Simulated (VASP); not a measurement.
Here is a VASP 6.6.1 calculation.

The input INCAR:

```
ALGO     = Normal         # electronic algorithm
EDIFF    = 1E-7           # SCF threshold, eV
EDIFFG   = -0.01          # ionic threshold
ENCUT    = 600            # plane-wave cutoff, eV
GGA      = PS             # functional
GGA_COMPAT= False        
IBRION   = 2              # ionic algorithm
ISIF     = 4              # what is computed and relaxed
ISMEAR   = 0              # smearing method
LASPH    = True           # aspherical terms in the spheres
LCHARG   = False          # write CHGCAR
LREAL    = False          # projectors in reciprocal space
LWAVE    = False          # write WAVECAR
NELM     = 120            # most SCF steps
NELMIN   = 4            
NSW      = 50             # ionic steps
PREC     = Accurate       # precision mode
SIGMA    = 0.1            # smearing width, eV
```

File KPOINTS:

```
k-points
0
Gamma
  14 14 8
```

Contents of POSCAR:

```
CuO
1.0
    2.7773903711     -0.0153885580     -0.0038285681
    0.0222999273      2.7773311349     -0.0038052556
    0.0101055920      0.0099956886      5.0313761930
Cu O
2 2
Direct
    0.5000000000      0.0000000000      0.5000000000
    0.0000000000      0.5000000000      0.0000000000
    0.0002687175      0.9997253327      0.2499989860
    0.9997312825      0.0002746673      0.7500010140
```

Potentials or basis: VASP PAW PBE potentials, release 64 (Cu, O).

The run is started by

```bash
$ cat potpaw_PBE.64/Cu/POTCAR potpaw_PBE.64/O/POTCAR > POTCAR
$ mpirun -np 1 vasp_std > vasp.out
```

Problem. What does it give for the band gap on the k mesh?

Solution. Zero (bands 17 and 18 overlap by 1.21 eV).

Step by step:
```tsv
step	energy change (eV)	largest force (eV/Å)	pressure (GPa)	volume (Å³)
1	0.0000	0.0010	19.45	38.81
2	-0.0053	0.0010	18.68	38.81
3	-0.0072	0.0009	17.88	38.81
```

Caveat: the PAW data sets were made with another functional, which shifts forces and pressure a little; semilocal functionals often make such compounds metallic where correlation or magnetic order opens a gap, which also shifts bond lengths. With open d or f shells a metallic result of PBEsol can be an artefact of self-interaction; +U or a hybrid may open a gap.
